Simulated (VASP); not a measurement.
Input of a VASP 6.6.1 run:

POSCAR

```
CuSb
1.0
    0.0000000000      2.9001448414      2.9001448414
    2.9001448414      0.0000000000      2.9001448414
    2.9001448414      2.9001448414      0.0000000000
Cu Sb
1 1
Direct
    0.0000000000      0.0000000000      0.0000000000
    0.2500000000      0.2500000000      0.2500000000
```

File INCAR.step1:

```
SYSTEM = CuSb
  ALGO = Normal
  EDIFF = 1E-5
  ENCUT = 660
  GGA = PE
  GGA_COMPAT = .False.
  ISMEAR = 1
  LASPH = .True.
  LCHARG = .False.
  LREAL = .False.
  LWAVE = .True.
  NBANDS = 15
  NELM = 120
  PREC = Accurate
  SIGMA = 0.15
```

File INCAR.step2:

```
SYSTEM = CuSb
  ALGO = Normal
  EDIFF = 1E-6
  ENCUT = 660
  GGA_COMPAT = .False.
  ISIF = 2
  ISMEAR = 1
  ISTART = 1
  LASPH = .True.
  LCHARG = .False.
  LMIXTAU = .True.
  LREAL = .False.
  LWAVE = .False.
  METAGGA = R2SCAN
  NBANDS = 15
  NELM = 120
  PREC = Accurate
  SIGMA = 0.15
```

File KPOINTS:

```
k-points
0
Gamma
  10 10 10
  0 0 0
```

Potentials or basis: VASP PAW PBE potentials, release 64 (Cu, Sb).

The run is started by

```sh
$ cat potpaw_PBE.64/Cu/POTCAR potpaw_PBE.64/Sb/POTCAR > POTCAR
$ cp INCAR.step1 INCAR
$ mpirun -np 1 vasp_std > vasp.out
$ cp INCAR.step2 INCAR
$ mpirun -np 1 vasp_std > vasp.out
```

Estimate the band gap on the k mesh.

zero (bands 8 and 9 overlap by 4.08 eV).

Predict the pressure.

0.0 GPa.

Caveat: the PAW data sets were made with another functional, which shifts forces and pressure a little; spin-orbit coupling is left out, which moves the levels of the heavy elements.
